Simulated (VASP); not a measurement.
Ta2N:

```xyz
3
Lattice="3.0493 0.0000 0.0000 -1.5247 2.6408 0.0000 0.0000 0.0000 4.7704" Properties=species:S:1:pos:R:3 pbc="T T T"
Ta    0.0000    1.7605    1.2151
Ta    1.5247    0.8803    3.5553
N     0.0000    0.0000    0.0000
```

Base run:

```yaml
Program: VASP 6.6.1
Functional: LDA
Potentials_or_basis: VASP PAW LDA potentials, release 64 (Ta_sv_GW, N)
Cutoff: 600 eV
k_mesh: 10 × 10 × 6
Occupations: fermi-dirac, width 0.05 eV
Spin: no spin polarisation
```

Its results: pressure 4.5 GPa; largest force 0.035 eV/Å.

Task: The run is repeated on the same cell with these changes: potentials or basis from VASP PAW LDA potentials, release 64 (Ta_sv_GW, N) to VASP PAW LDA potentials, release 64 (Ta_pv, N); cutoff from 600 eV to 520 eV; further incar settings from ALGO = Normal; EDIFF = 1e-06; NBANDS = 22 to ALGO = Normal; EDIFF = 1e-06; NBANDS = 20; valence electrons from 31 to 27. What comes out?

Result: Pressure 5.1 GPa; largest force 0.024 eV/Å.
